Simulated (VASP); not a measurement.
# Ti: electric field gradients with LDA

Ti:

```
Ti
1.0
     0.00000    2.02321    2.02321
     2.02321    0.00000    2.02321
     2.02321    2.02321    0.00000
Ti
1
Direct
  0.00000 0.00000 0.00000
```

This cell differs from its parent crystal: volume scaled by 0.99.

| Item | Value |
| --- | --- |
| Program | VASP 6.6.1 |
| Task | electric field gradients |
| Functional | LDA |
| Potentials or basis | VASP PAW LDA potentials, release 64 (Ti_sv) |
| Cutoff | 400 eV |
| k mesh | 15 × 15 × 15 |
| Occupations | fermi-dirac, width 0.05 eV |
| Spin | no spin polarisation |
| Dipole correction | no |
| Further INCAR settings | ALGO = Normal; EDIFF = 1e-08; NBANDS = 12 |

```yaml
Pressure: -4.6 GPa
Band_gap_on_the_k_mesh: zero (band 6 reaches 9.37 eV, above the bottom of band 7 at 8.19 eV)
```

Levels at points of the mesh, in eV from the Fermi level:
```
           k point  band 3  band 4  band 5  band 6  band 7  band 8  band 9  band 10
(0.00, 0.00, 0.00)  -32.12  -32.12   -6.10    0.86    0.86    0.86    2.58     2.58
```

Wall time 9.2 s on 1 thread of Intel(R) Xeon(R) 6975P-C (Granite Rapids) (shared host), peak memory 0.12 GiB.

Caveat: without QUAD_EFG the Cq values of the log hold for a quadrupole moment of 1 mb, not for the nuclei.
